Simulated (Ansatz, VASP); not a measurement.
Mg2PbN2 in VASP and in Ansatz

File INCAR:

```
  ALGO = Normal
  EDIFF = 1E-7
  ENCUT = 520
  GGA = PE
  ISIF = 2
  ISMEAR = 0
  LASPH = True
  LCHARG = False
  LREAL = False
  LWAVE = False
  NBANDS = 22
  NELM = 60
  PREC = Accurate
  SIGMA = 0.01
```

File KPOINTS:

```
k-points
0
Gamma
  6 6 3
```

POSCAR

```
Mg2PbN2
1.0
    3.6268640000      0.0000000000      0.0000000000
   -1.8134320000      3.1409563601      0.0000000000
    0.0000000000      0.0000000000      6.5658920000
Mg Pb N
2 1 2
Direct
    0.6666666667      0.3333333333      0.1387760000
    0.3333333333      0.6666666667      0.8612240000
    0.0000000000      0.0000000000      0.5000000000
    0.6666666667      0.3333333333      0.7974550000
    0.3333333333      0.6666666667      0.2025450000
```

Input for Ansatz:

```yaml
crystal:
  lattice:
    a: 3.626864
    b: 3.626864
    c: 6.565892
    alpha: 90.0
    beta: 90.0
    gamma: 120.0
  space_group: 164
  atoms:
    - { symbol: Mg, position: [0.6666666666666666, 0.3333333333333333, 0.138776] }
    - { symbol: Pb, position: [0.0, 0.0, 0.5] }
    - { symbol: "N", position: [0.6666666666666666, 0.3333333333333333, 0.797455] }
basis:
  ecutwfc: 489.804952427784
kpoints:
  mp_grid:
    grid: [6, 6, 3]
hamiltonian:
  xc: pbe
scf:
  occupations:
    method: fixed
output:
  forces: true
  stress: true
```

Alike in both runs: task single point; functional PBE; k mesh 6 × 6 × 3; no spin polarisation.

```csv
,VASP,Ansatz
version,VASP 6.6.1,Ansatz 0.2.0
potentials or method,"VASP PAW PBE potentials, release 64 (Mg, Pb_d, N), cutoff 520 eV","plane waves, PAW"
occupations,"gaussian, width 0.01 eV",fixed
valence electrons in the cell,28,44
```

```tsv
	VASP	Ansatz	Ansatz less VASP
pressure (GPa)	-0.4	-0.2	+0.23
rms of the force components (eV/Å)	0.002	0.006	+0.0038
```

Atom by atom the forces differ by 0.006 eV/Å (rms over components). VASP's potentials hold 28 valence electrons a cell and Ansatz's 44, so a difference there can come from the potentials and not from the codes.

Spin-orbit coupling is off throughout.
